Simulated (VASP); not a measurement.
A run of VASP 6.6.1 is set up as follows.

File INCAR:

```
  PREC = Accurate
  ENCUT = 520
  EDIFF = 1E-8
  ISMEAR = -1
  SIGMA = 0.05
  LREAL = False
  LASPH = True
  NELM = 80
  ALGO = Normal
  ISIF = 2
  LWAVE = False
  LCHARG = False
  GGA = PE
  LEFG = True
  NBANDS = 12
```

Contents of KPOINTS:

```
regular mesh
0
Gamma
  11 11 11
```

POSCAR

```
SbP
1.0
    0.0000000000      2.8363931505      2.8363931505
    2.8363931505      0.0000000000      2.8363931505
    2.8363931505      2.8363931505      0.0000000000
Sb P
1 1
Direct
    0.0000000000      0.0000000000      0.0000000000
    0.5000000000      0.5000000000      0.5000000000
```

Potentials or basis: VASP PAW PBE potentials, release 64 (Sb, P).

Run with:

```sh
$ cat potpaw_PBE.64/Sb/POTCAR potpaw_PBE.64/P/POTCAR > POTCAR
$ mpirun -np 1 vasp_std > vasp.out
```

Question: What does it give for the band gap on the k mesh?

Answer: Zero (band 5 reaches 7.93 eV, above the bottom of band 6 at 7.49 eV).

Question: Predict the pressure.

Answer: -1.6 GPa.

Caveat: without QUAD_EFG the Cq values of the log hold for a quadrupole moment of 1 mb, not for the nuclei; spin-orbit coupling is left out, which moves the levels of the heavy elements.
